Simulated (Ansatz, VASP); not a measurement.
# AlNi in VASP and in Ansatz

```
Ni Al
1.0
     2.88100    0.00000    0.00000
     0.00000    2.88100    0.00000
     0.00000    0.00000    2.88100
Ni Al
1 1
Direct
  0.50000 0.50000 0.50000
  0.00000 0.00000 0.00000
```

Alike in both runs: task single point; functional r2SCAN0; k mesh 5 × 5 × 5; occupations fermi-dirac, width 0.05 eV; collinear spin.

```csv
,VASP,Ansatz
version,VASP 6.6.1,Ansatz 0.2.0
potentials or method,"VASP PAW PBE potentials, release 64 (Ni, Al)",Ansatz PAW
plane-wave cutoff (eV),520,500
valence electrons in the cell,13,21
```

```csv
,VASP,Ansatz,Ansatz less VASP
gap on the k mesh at the Fermi level (eV),none,none,-
pressure (GPa),-5.4,-5.7,-0.31
net moment per atom (μB),0.03,0.22,+0.192
size of the moment on the site where the two differ most (μB),0.07,0.46,+0.395
```

The net moments are unlike, so the other rows may belong to different states. VASP's potentials were made for PBE, not for r2SCAN0. Site moments also hang on the region over which each program counts them. A gap of «none» marks a metal or a gap that the smearing closes. VASP's potentials hold 13 valence electrons a cell and Ansatz's 21, so a difference there can come from the potentials and not from the codes.

The k mesh is coarse, so the values compare programs but aren't converged. Noted on Ansatz's run: the magnetic or orbital state may not be the lowest.
